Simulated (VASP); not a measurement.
**MgTl2PtC6N6: relaxation of cell and atoms with PBE**

Crystal: MgTl2PtC6N6.

```xyz
16
Lattice="0.0000 5.1620 5.1620 5.1620 0.0000 5.1620 5.1620 5.1620 0.0000" Properties=species:S:1:pos:R:3 pbc="T T T"
Mg    5.1620    5.1620    5.1620
Tl    2.5810    2.5810    2.5810
Tl    7.7430    7.7430    7.7430
Pt    0.0000    0.0000    0.0000
C     1.9170    5.1620    5.1620
C     5.1620    1.9170    5.1620
C     5.1620    5.1620    1.9170
C     8.4070    5.1620    5.1620
C     5.1620    8.4070    5.1620
C     5.1620    5.1620    8.4070
N     3.0870    5.1620    5.1620
N     5.1620    3.0870    5.1620
N     5.1620    5.1620    3.0870
N     7.2370    5.1620    5.1620
N     5.1620    7.2370    5.1620
N     5.1620    5.1620    7.2370
```

- Program: VASP 6.6.1
- Task: relaxation of cell and atoms
- Functional: PBE
- Potentials or basis: VASP PAW PBE potentials, release 64 (Mg, Tl_d, Pt, C, N)
- Cutoff: 600 eV
- k mesh: 4 × 4 × 4
- Occupations: gaussian, width 0.1 eV
- Spin: no spin polarisation
- Dipole correction: no
- Further INCAR settings: LREAL = Auto; ALGO = Normal; EDIFF = 1e-06; IBRION = 2; EDIFFG = -0.04; NSW = 90; ISIF = 3

```
Relaxed volume                        : 20.14 Å³/atom
Relaxed cell                          : a = 7.695 Å, b = 7.695 Å, c = 7.695 Å, α = 60.00°, β = 60.00°, γ = 60.00°
Space group after relaxing (to 0.1 Å) : Fm-3m (No. 225)
Energy gained by relaxing             : 101.9 meV/atom
Ionic steps                           : 9
Pressure after relaxing               : 0.1 GPa
Largest force after relaxing          : 0.017 eV/Å
Band gap on the k mesh                : zero (bands 46 and 47 overlap by 0.31 eV)
```

Forces on the atoms (eV/Å):
```
Mg   0.000  0.000  0.000
Tl   0.000  0.000  0.000
Tl   0.000  0.000  0.000
Pt   0.000  0.000  0.000
C   -0.017  0.000  0.000
C    0.000 -0.017  0.000
C    0.000  0.000 -0.017
C    0.017  0.000  0.000
C    0.000  0.017  0.000
C    0.000  0.000  0.017
N    0.016  0.000  0.000
N    0.000  0.016  0.000
N    0.000  0.000  0.016
N   -0.016  0.000  0.000
N    0.000 -0.016  0.000
N    0.000  0.000 -0.016
```

Step by step:
```
step  energy change (eV)  largest force (eV/Å)  pressure (GPa)  volume (Å³)
   1              0.0000                2.8049            8.91       275.10
   2              4.2934               19.6646           18.90       314.96
   3             -0.5610                3.8130           10.25       285.50
   4             -1.3848                1.6386            4.39       303.34
   5             -1.5827                0.9307           -1.74       330.11
   6             -1.6283                0.2382           -0.19       322.22
   7             -1.6285                0.1849            0.00       321.45
   8             -1.6297                0.0660            0.08       322.32
   9             -1.6298                0.0175            0.09       322.17
```

Final structure:
```
Mg Tl Pt C N
1.0
     0.00000    5.44106    5.44106
     5.44106    0.00000    5.44106
     5.44106    5.44106    0.00000
Mg Tl Pt C N
1 2 1 6 6
Direct
  0.50000 0.50000 0.50000
  0.25000 0.25000 0.25000
  0.75000 0.75000 0.75000
  0.00000 0.00000 0.00000
  0.80619 0.19381 0.19381
  0.19381 0.80619 0.19381
  0.19381 0.19381 0.80619
  0.19381 0.80619 0.80619
  0.80619 0.19381 0.80619
  0.80619 0.80619 0.19381
  0.69862 0.30138 0.30138
  0.30138 0.69862 0.30138
  0.30138 0.30138 0.69862
  0.30138 0.69862 0.69862
  0.69862 0.30138 0.69862
  0.69862 0.69862 0.30138
```

Levels at points of the mesh, in eV from the Fermi level:
```tsv
k point	band 44	band 45	band 46	band 47	band 48	band 49
(0.00, 0.00, 0.00)	-5.41	-5.41	0.18	0.18	0.56	0.56
(0.50, 0.00, 0.00)	-5.10	-5.02	0.04	0.04	0.23	0.25
(0.50, 0.50, 0.00)	-4.89	-4.89	-0.48	0.23	0.26	0.26
```

It took 22 min on 1 thread of AMD EPYC 9R45 96-Core Processor (Zen 5), with other jobs on the host, peak memory 0.6 GiB.

Caveat: the volume moved by over 15 % at a fixed basis, so the end points are rough; spin-orbit coupling is left out, which moves the levels of the heavy elements.
